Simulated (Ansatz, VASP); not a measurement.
**Re: VASP beside Ansatz**

Contents of INCAR:

```
PREC = Accurate
ENCUT = 520
EDIFF = 1E-6
ISMEAR = 0
SIGMA = 0.05
LREAL = False
LASPH = True
NELM = 60
ALGO = Normal
ISIF = 2
LWAVE = False
LCHARG = True
GGA = PE
LELF = True
LVHAR = True
NBANDS = 10
```

File KPOINTS:

```
regular mesh
0
Gamma
  8 8 8
```

The input POSCAR:

```
Re
1.0
   -1.5753253033      1.5753253033      1.5753253033
    1.5753253033     -1.5753253033      1.5753253033
    1.5753253033      1.5753253033     -1.5753253033
Re
1
Direct
    0.0000000000      0.0000000000      0.0000000000
```

Input for Ansatz:

```yaml
crystal:
  lattice:
    - [-1.5753253033, 1.5753253033, 1.5753253033]
    - [1.5753253033, -1.5753253033, 1.5753253033]
    - [1.5753253033, 1.5753253033, -1.5753253033]
  atoms:
    - { symbol: Re, position: [0.0, 0.0, 0.0] }
basis:
  ecutwfc: 420
  ecutrho_ratio: 4
kpoints:
  mp_grid: { grid: [8, 8, 8] }
hamiltonian:
  xc: pbe
scf:
  occupations: { method: gaussian, width: 0.05 }
output:
  forces: true
  stress: true
  eigenvalues: true
```

Alike in both runs: task single point; functional PBE; k mesh 8 × 8 × 8; occupations gaussian, width 0.05 eV; no spin polarisation.

|  | VASP | Ansatz |
| --- | --- | --- |
| version | VASP 6.6.1 | Ansatz 0.2.0 |
| potentials or method | VASP PAW PBE potentials, release 64 (Re), cutoff 520 eV | scalar-relativistic, plane waves, PAW |
| valence electrons in the cell | 7 | 15 |

|  | VASP | Ansatz | Ansatz less VASP |
| --- | --- | --- | --- |
| pressure (GPa) | -12.4 | -11.8 | +0.66 |

VASP's potentials hold 7 valence electrons a cell and Ansatz's 15, so a difference there can come from the potentials and not from the codes.

Spin-orbit coupling is off throughout.
